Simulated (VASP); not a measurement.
# Si2C3 (P6_3/mmc) in VASP: a series of runs, part 2 of 2

VASP 6.6.1. Earlier steps stand in the parts before.

### 3 Single point, PBE

This run uses another cell than the first one, of 13.77 Å³/atom, 1.015 times its volume.

INCAR

```
SYSTEM = Si2C3
PREC = Accurate ; ENCUT = 520
EDIFF = 1E-6 ; ISMEAR = 0
SIGMA = 0.1 ; LREAL = .False.
LASPH = .True. ; NELM = 60
ALGO = Normal ; ISIF = 2
LWAVE = .False. ; LCHARG = .True.
GGA = PE ; LELF = .True.
LVHAR = .True. ; NBANDS = 31
```

KPOINTS

```
regular mesh
0
Gamma
  6 6 1
  0 0 0
```

POSCAR

```
Si2C3
1.0
    2.6359670200      0.0000000000      0.0000000000
   -1.3179835100      2.2828144000      0.0000000000
    0.0000000000      0.0000000000     22.8783716700
Si C
4 6
Direct
    0.6666666700      0.3333333300      0.1500000000
    0.6666666700      0.3333333300      0.3500000000
    0.3333333300      0.6666666700      0.6500000000
    0.3333333300      0.6666666700      0.8500000000
    0.6666666700      0.3333333300      0.7500000000
    0.6666666700      0.3333333300      0.9500000000
    0.6666666700      0.3333333300      0.5500000000
    0.3333333300      0.6666666700      0.0500000000
    0.3333333300      0.6666666700      0.2500000000
    0.3333333300      0.6666666700      0.4500000000
```

Potentials or basis: VASP PAW PBE potentials, release 64 (Si, C).

On the command line:

```sh
$ cat potpaw_PBE.64/Si/POTCAR potpaw_PBE.64/C/POTCAR > POTCAR
$ mpirun -np 1 vasp_std > vasp.out
```

OUTCAR:

```text
SYSTEM = Si2C3
   PREC = Accurate
   ENCUT = 520
   EDIFF = 1E-6
   ISMEAR = 0
   LREAL = .False.
   LASPH = .True.
   NELM = 60
   ISIF = 2
   GGA = PE

 ion  position               nearest neighbor table
   1  0.667  0.333  0.150-
   2  0.667  0.333  0.350-
   3  0.333  0.667  0.650-
   4  0.333  0.667  0.850-
   5  0.667  0.333  0.750-
   6  0.667  0.333  0.950-
[... 441 lines left out ...]
  Total      -15.2002297    -15.2002296    -20.2889458      0.0000000      0.0000000      0.0000000
  in kB     -176.8988647   -176.8988643   -236.1208721      0.0000000      0.0000000      0.0000000
  external PRESSURE =    -196.6395337 kB  Pullay stress =       0.0000000 kB

 VOLUME and BASIS-vectors are now :
 -----------------------------------------------------------------------------
  energy-cutoff  :      520.00
  volume of cell :      137.67
      direct lattice vectors                 reciprocal lattice vectors
     2.635967020  0.000000000  0.000000000     0.379367417  0.219027881  0.000000000
    -1.317983510  2.282814400  0.000000000     0.000000000  0.438055761  0.000000000
     0.000000000  0.000000000 22.878371670     0.000000000  0.000000000  0.043709404

 POSITION                                       TOTAL-FORCE (eV/Angst)
 -----------------------------------------------------------------------------------
      1.31798      0.76094      3.43176         0.000000     -0.000000      0.242302
      1.31798      0.76094      8.00743        -0.000000     -0.000000     -0.242302
     -0.00000      1.52188     14.87094         0.000000     -0.000000      0.242302
     -0.00000      1.52188     19.44662         0.000000     -0.000000     -0.242302
      1.31798      0.76094     17.15878        -0.000000     -0.000000      0.000000
      1.31798      0.76094     21.73445        -0.000000     -0.000000      0.197970
      1.31798      0.76094     12.58310        -0.000000     -0.000000     -0.197970
     -0.00000      1.52188      1.14392         0.000000      0.000000     -0.197970
     -0.00000      1.52188      5.71959        -0.000000      0.000000      0.000000
     -0.00000      1.52188     10.29527         0.000000      0.000000      0.197970
 -----------------------------------------------------------------------------------
    total drift:                                0.000002     -0.000001      0.000003

  FREE ENERGIE OF THE ION-ELECTRON SYSTEM (eV)
  ---------------------------------------------------
  free  energy   TOTEN  =       -44.2196815239 eV

  energy  without entropy=      -44.1765049125  energy(sigma->0) =      -44.19809322
```

stdout:

```text
POSCAR found type information on POSCAR SiC
 POSCAR found :  2 types and      10 ions
 scaLAPACK will be used
 LDA part: xc-table for (Slater+PW92), standard interpolation
 POSCAR, INCAR and KPOINTS ok, starting setup
 FFT: planning ... GRIDC
 FFT: planning ... GRID_SOFT
 FFT: planning ... GRID
 WAVECAR not read
 entering main loop
```

It took 25 s on 1 thread of Intel Xeon 6975P-C (Granite Rapids), shared host; peak memory 0.23 GiB.

Results:

```yaml
Free_energy: -44.2197 eV
Pressure: -19.7 GPa
Largest_force: 0.242 eV/Å
Band_gap_on_the_k_mesh: zero (band 20 reaches 8.83 eV, above the bottom of band 21 at 3.08 eV)
```

Forces on the atoms (eV/Å):
```
Si   0.000  0.000  0.242
Si   0.000  0.000 -0.242
Si   0.000  0.000  0.242
Si   0.000  0.000 -0.242
C    0.000  0.000  0.000
C    0.000  0.000  0.198
C    0.000  0.000 -0.198
C    0.000  0.000 -0.198
C    0.000  0.000  0.000
C    0.000  0.000  0.198
```

Caveat: the k points lie up to 0.46 Å⁻¹ apart.

### 4 Single point, PBE

This run uses another cell than the first one, of 13.85 Å³/atom, 1.021 times its volume.

INCAR

```
  PREC = Accurate
  ENCUT = 520
  EDIFF = 1E-6
  ISMEAR = 0
  SIGMA = 0.2
  LREAL = False
  LASPH = True
  NELM = 60
  ALGO = Normal
  ISIF = 2
  LWAVE = False
  LCHARG = False
  GGA = PE
  NBANDS = 31
```

KPOINTS

```
Automatic mesh
0
Gamma
  12 12 1
```

POSCAR

```
Si2C3
1.0
    2.6271596019      0.0000000000      0.0000000000
   -1.3135798010      2.2751869550      0.0000000000
    0.0000000000      0.0000000000     23.1785327469
Si C
4 6
Direct
    0.6666666667      0.3333333333      0.1965939420
    0.6666666667      0.3333333333      0.3034060580
    0.3333333333      0.6666666667      0.6965939420
    0.3333333333      0.6666666667      0.8034060580
    0.6666666667      0.3333333333      0.7500000000
    0.6666666667      0.3333333333      0.0000023069
    0.6666666667      0.3333333333      0.4999976931
    0.3333333333      0.6666666667      0.9999976931
    0.3333333333      0.6666666667      0.2500000000
    0.3333333333      0.6666666667      0.5000023069
```

On the command line:

```sh
$ cat potpaw_PBE.64/Si/POTCAR potpaw_PBE.64/C/POTCAR > POTCAR
$ mpirun -np 1 vasp_std > vasp.out
```

It took 53 s on 1 thread of Intel Xeon 6975P-C (Granite Rapids), shared host; peak memory 0.26 GiB.

The run converged. Its results:

```yaml
Free_energy: -69.8238 eV
Pressure: 0.3 GPa
Largest_force: 0.077 eV/Å
Band_gap_on_the_k_mesh: zero (band 20 reaches 5.40 eV, above the bottom of band 21 at 4.44 eV)
```

Forces on the atoms (eV/Å):
```
Si   0.000  0.000 -0.077
Si   0.000  0.000  0.077
Si   0.000  0.000 -0.077
Si   0.000  0.000  0.077
C    0.000  0.000  0.000
C    0.000  0.000  0.000
C    0.000  0.000  0.000
C    0.000  0.000  0.000
C    0.000  0.000  0.000
C    0.000  0.000  0.000
```

Stress tensor (GPa, compression positive):
```
0.24 0.00 0.00
0.00 0.24 0.00
0.00 0.00 0.45
```

Levels at points of the mesh, in eV from the Fermi level:
| k point | band 17 | band 18 | band 19 | band 20 | band 21 | band 22 | band 23 | band 24 |
| --- | --- | --- | --- | --- | --- | --- | --- | --- |
| (0.00, 0.00, 0.00) | 0.78 | 0.78 | 0.78 | 0.78 | 3.38 | 4.15 | 4.69 | 6.14 |
| (0.50, 0.00, 0.00) | -1.96 | -1.95 | -0.74 | -0.73 | -0.08 | -0.07 | 1.62 | 1.63 |

### 5 Overview

```tsv
cell	k mesh	smearing	gap on the mesh (eV)	pressure (GPa)	largest force (eV/Å)
a = 2.617, b = 2.617, c = 22.868 Å, angles 90.0, 90.0, 120.0°, 10 atoms	6 × 6 × 1	gaussian 0.1 eV	none	0.2	0.01
a = 2.636, b = 2.636, c = 22.878 Å, angles 90.0, 90.0, 120.0°, 10 atoms	6 × 6 × 1	gaussian 0.1 eV	none	-19.7	0.24
a = 2.627, b = 2.627, c = 23.179 Å, angles 90.0, 90.0, 120.0°, 10 atoms	12 × 12 × 1	gaussian 0.2 eV	none	0.3	0.08
```

Alike in all rows: task single point; level PBE; potentials or basis VASP PAW PBE potentials, release 64 (Si, C); no spin polarisation; cutoff (eV) 520.

Caveats: some runs use coarse meshes.

Total energies depend on the potentials used, so only differences within one code and one set of settings carry meaning.
